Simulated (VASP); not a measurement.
# Ag (Im-3m) in VASP: notebook, part 2 of 2

VASP 6.6.1.

**4. Relaxation of cell and atoms, PBE**

Input file INCAR:

```
SYSTEM = Ag
PREC = Accurate
ENCUT = 500
EDIFF = 1E-7
ISMEAR = 0
SIGMA = 0.1
LREAL = .False.
LASPH = .True.
NELM = 120
ALGO = Normal
ISIF = 3
LWAVE = .False.
LCHARG = .False.
GGA = PE
IBRION = 2
NSW = 100
EDIFFG = -0.01
GGA_COMPAT = .False.
NELMIN = 4
```

Input file KPOINTS:

```
Automatic mesh
0
Gamma
  24 24 24
  0 0 0
```

Input file POSCAR:

```
Ag
1.0
   -1.6556540000      1.6556540000      1.6556540000
    1.6556540000     -1.6556540000      1.6556540000
    1.6556540000      1.6556540000     -1.6556540000
Ag
1
Direct
    0.0000000000      0.0000000000      0.0000000000
```

Potentials or basis: VASP PAW PBE potentials, release 64 (Ag).

The run is started by

```
cat potpaw_PBE.64/Ag/POTCAR > POTCAR
mpirun -np 1 vasp_std > vasp.out
```

OUTCAR:

```text
SYSTEM = Ag
   PREC = Accurate
   ENCUT = 500
   EDIFF = 1E-7
   ISMEAR = 0
   LREAL = .False.
   LASPH = .True.
   NELM = 120
   ISIF = 3
   GGA = PE
   IBRION = 2
   NSW = 100
   EDIFFG = -0.01
   NELMIN = 4

 ion  position               nearest neighbor table
   1  0.000  0.000  0.000-

  LATTYP: Found a body centered cubic cell.
 ALAT       =     3.3113080000

  Lattice vectors:

 A1 = (  -1.6556540000,   1.6556540000,   1.6556540000)
 A2 = (   1.6556540000,  -1.6556540000,   1.6556540000)
 A3 = (   1.6556540000,   1.6556540000,  -1.6556540000)

Analysis of symmetry for initial positions (statically):
=====================================================================
 Subroutine PRICEL returns:
 Original cell was already a primitive cell.

 Routine SETGRP: Setting up the symmetry group for a
 body centered cubic supercell.

 Subroutine GETGRP returns: Found 48 space group operations
 (whereof 48 operations were pure point group operations)
 out of a pool of 48 trial point group operations.

The static configuration has the point symmetry O_h .

Analysis of symmetry for dynamics (positions and initial velocities):
=====================================================================
 Subroutine PRICEL returns:
 Original cell was already a primitive cell.

 Routine SETGRP: Setting up the symmetry group for a
 body centered cubic supercell.

 Subroutine GETGRP returns: Found 48 space group operations
 (whereof 48 operations were pure point group operations)
 out of a pool of 48 trial point group operations.

The dynamic configuration has the point symmetry O_h .

 Subroutine INISYM returns: Found 48 space group operations
 (whereof 48 operations are pure point group operations),
 and found     1 'primitive' translations

----------------------------------------------------------------------------------------

                                     Primitive cell

  volume of cell :      18.1538

  direct lattice vectors                    reciprocal lattice vectors
    -1.655654000  1.655654000  1.655654000     0.000000000  0.301995465  0.301995465
     1.655654000 -1.655654000  1.655654000     0.301995465  0.000000000  0.301995465
     1.655654000  1.655654000 -1.655654000     0.301995465  0.301995465  0.000000000

  length of vectors
     2.867676848  2.867676848  2.867676848     0.427086083  0.427086083  0.427086083

  position of ions in fractional coordinates (direct lattice)
     0.000000000  0.000000000  0.000000000

  ion indices of the primitive-cell ions
   primitive index   ion index
                 1           1

----------------------------------------------------------------------------------------

 KPOINTS: Automatic mesh

Automatic generation of k-mesh.
 Grid dimensions read from file:
 generate k-points for:   24   24   24

 Generating k-lattice:

  Cartesian coordinates                     Fractional coordinates (reciprocal lattice)
     0.000000000  0.012583144  0.012583144     0.041666667  0.000000000  0.000000000
     0.012583144  0.000000000  0.012583144     0.000000000  0.041666667  0.000000000
     0.012583144  0.012583144  0.000000000     0.000000000  0.000000000  0.041666667

  Length of vectors
[... 44 lines left out ...]
   NGXF,Y,Z  is equivalent  to a cutoff of  27.83, 27.83, 27.83 a.u.
 SYSTEM =  Ag
   PREC   = accura    normal or accurate (medium, high low for compatibility)
   ISTART =      0    job   : 0-new  1-cont  2-samecut
   ICHARG =      2    charge: 1-file 2-atom 10-const
   ISPIN  =      1    spin polarized calculation?
   LNONCOLLINEAR =      F non collinear calculations
   LSORBIT =      F    spin-orbit coupling
   LASPH  =      T    aspherical Exc in radial PAW
   ENCUT  =  500.0 eV  36.75 Ry    6.06 a.u.   5.23  5.23  5.23*2*pi/ulx,y,z
   NELM   =    120;   NELMIN=  4; NELMDL= -5     # of ELM steps
   EDIFF  = 0.1E-06   stopping-criterion for ELM
   LREAL  =      F    real-space projection
   EDIFFG = -.1E-01   stopping-criterion for IOM
   NSW    =    100    number of steps for IOM
   IBRION =      2    ionic relax: 0-MD 1-quasi-New 2-CG
   NFREE  =      1    steps in history (QN), initial steepest desc. (CG)
   ISIF   =      3    stress and relaxation
   ISYM   =      2    0-nonsym 1-usesym 2-fastsym
   POTIM  = 0.5000    time-step for ionic-motion
   TEBEG  =    0.0;   TEEND  =   0.0 temperature during run
   PSTRESS=    0.0 pullay stress
   NELECT =      11.0000    total number of electrons
   NUPDOWN=      -1.0000    fix difference up-down
   EMIN   =  10.00;   EMAX   =-10.00  energy-range for DOS
   EFERMI =   0.00;   METHOD = LEGACY
   ISMEAR =     0;   SIGMA  =   0.10  broadening in eV -4-tet -1-fermi 0-gaus
   EFERMI_NEDOS =   21; number of points for ismear=-14 and -15
   IALGO  =     38    algorithm
   IMIX   =      4    mixing-type and parameters
     AMIX     =   0.40;   BMIX     =  1.00
     AMIX_MAG =   1.60;   BMIX_MAG =  1.00
  volume/ion in A,a.u.               =      18.15       122.51
  Fermi-wavevector in a.u.,A,eV,Ry     =   1.385318  2.617871 26.111022  1.919106
  Thomas-Fermi vector in A             =   2.509739
   LORBIT       =      0    0 simple, 1 ext, 2 COOP (PROOUT), +10 PAW based schemes
   GGA     = PE    functional components
   LHFCALC =     F    Hartree Fock is set to
   AEXX    =    0.0000 exact exchange contribution
   IVDW    =     0    specifies the selected vdW correction
   LEPSILON=     F    determine dielectric tensor
   LRPA    =     F    only Hartree local field effects (RPA)
 conjugate gradient relaxation of ions
 non-spin polarized calculation
 Gauss-broadening in eV      SIGMA  =   0.10
  energy-cutoff  :      500.00
  volume of cell :       18.15
 maximum number of plane-waves:       474
 NGX is ok and might be reduce to    24
   NGX = 11   NGY = 11   NGZ = 11

--------------------------------------- Ionic step        1  -------------------------------------------

 number of electron      11.0000001 magnetization

 Free energy of the ion-electron system (eV)
  ---------------------------------------------------
  ext. energy  EPLUGINS =         0.00000000
  ---------------------------------------------------
  free energy    TOTEN  =        -2.68533177 eV

  energy without entropy =       -2.68323679  energy(sigma->0) =       -2.68428428

------------------------ aborting loop because EDIFF is reached ----------------------------------------

  FORCE on cell =-STRESS in cart. coord.  units (eV):
  Direction    XX          YY          ZZ          XY          YZ          ZX
  --------------------------------------------------------------------------------------
  -------------------------------------------------------------------------------------
  Total       -0.0875513     -0.0875513     -0.0875513      0.0000000      0.0000000      0.0000000
  in kB       -7.7268836     -7.7268836     -7.7268836      0.0000000      0.0000000      0.0000000
  external PRESSURE =      -7.7268836 kB  Pullay stress =       0.0000000 kB
[... 57 lines left out ...]
--------------------------------------- Ionic step        3  -------------------------------------------

 number of electron      11.0000003 magnetization

 Free energy of the ion-electron system (eV)
  ---------------------------------------------------
  ext. energy  EPLUGINS =         0.00000000
  ---------------------------------------------------
  free energy    TOTEN  =        -2.68574114 eV

  energy without entropy =       -2.68355816  energy(sigma->0) =       -2.68464965

 E-fermi :   7.7365     XC(G=0): -11.8922

 val. band max:        7.7354621479   @ k =   0.2500   0.2083   0.0417
 cond. band min:       7.7585319739   @ k =  -0.4167   0.4583   0.0833
 fundamental gap:      0.0230698260
 Fermi energy:         7.7365060548

 k-point     1 :       0.0000    0.0000    0.0000
  band No.  band energies     occupation
      1       0.3342      2.00000
      2       2.9853      2.00000
      3       2.9853      2.00000
      4       2.9853      2.00000
      5       4.2065      2.00000
      6       4.2065      2.00000
      7      25.4983      0.00000
      8      25.4983      0.00000
      9      25.4983      0.00000
[... 265 lines left out ...]
 k-point    24 :       0.4583    0.0417   -0.0000
  band No.  band energies     occupation
      1       1.6601      2.00000
      2       2.2842      2.00000
      3       4.1473      2.00000
      4       4.2876      2.00000
      5       5.0500      2.00000
      6       7.7943      0.41367
      7      11.7127      0.00000
      8      20.7389      0.00000
      9      21.5563      0.00000

 [... further k-points ...]

------------------------ aborting loop because EDIFF is reached ----------------------------------------

  FORCE on cell =-STRESS in cart. coord.  units (eV):
  Direction    XX          YY          ZZ          XY          YZ          ZX
  --------------------------------------------------------------------------------------
  -------------------------------------------------------------------------------------
  Total        0.0028349      0.0028349      0.0028349     -0.0000000     -0.0000000      0.0000000
  in kB        0.2525197      0.2525197      0.2525197     -0.0000000     -0.0000000      0.0000000
  external PRESSURE =       0.2525197 kB  Pullay stress =       0.0000000 kB
[... 16 lines left out ...]
  FREE ENERGIE OF THE ION-ELECTRON SYSTEM (eV)
  ---------------------------------------------------
  free  energy   TOTEN  =        -2.6857411364 eV

  energy  without entropy=       -2.6835581620  energy(sigma->0) =       -2.68464965

 reached required accuracy - stopping structural energy minimisation
```

Run time: 1.9 min. Hardware: 1 thread of AMD EPYC 7R43 (Zen 3), shared host; peak memory 0.17 GiB.

What came out:

- Free energy: -2.6857 eV
- Relaxed volume: 17.99 Å³/atom
- Relaxed cell: a = 2.859 Å, b = 2.859 Å, c = 2.859 Å, α = 109.47°, β = 109.47°, γ = 109.47°
- Space group after relaxing (to 0.1 Å): Im-3m (No. 229)
- Energy gained by relaxing: 0.4 meV/atom
- Ionic steps: 3
- Pressure after relaxing: 0.0 GPa
- Band gap on the k mesh: zero (an odd number of electrons rules out a gap without spin polarisation)

The path:
```tsv
step	energy change (eV)	largest force (eV/Å)	pressure (GPa)	volume (Å³)
1	0.0000	0.0000	-0.77	18.15
2	-0.0004	0.0000	0.31	17.92
3	-0.0004	0.0000	0.03	17.99
```

Final structure:
```xyz
1
Lattice="-1.6506 1.6506 1.6506 1.6506 -1.6506 1.6506 1.6506 1.6506 -1.6506" Properties=species:S:1:pos:R:3 pbc="T T T"
Ag    0.0000    0.0000    0.0000
```

Levels at points of the mesh, in eV from the Fermi level:
```
           k point  band 3  band 4  band 5  band 6  band 7  band 8  band 9
(0.00, 0.00, 0.00)   -4.75   -4.75   -3.53   -3.53   17.76   17.76   17.76
(0.50, 0.00, 0.00)   -3.58   -3.42   -2.61    0.04    3.84   13.13   14.00
(0.50, 0.50, 0.50)   -2.83   -2.83   -2.83    6.74    6.74    6.74   12.08
```

**5. Overview**

| task | cell | k mesh | gap on the mesh (eV) | pressure (GPa) |
| --- | --- | --- | --- | --- |
| single point | a = 2.868 Å, angles 109.5°, 1 atom | 8 × 8 × 8 | none | -0.8 |
| single point | a = 2.860 Å, angles 109.5°, 1 atom | 24 × 24 × 24 | none | -0.1 |
| relaxation of cell and atoms | relaxed from a = 2.868 Å, angles 109.5°, 1 atom | 24 × 24 × 24 | none | 0.0 |

Alike in all rows: level PBE; potentials or basis VASP PAW PBE potentials, release 64 (Ag); no spin polarisation; cutoff (eV) 500; smearing gaussian 0.1 eV.

Absolute energies hang on the potentials; compare differences alone.
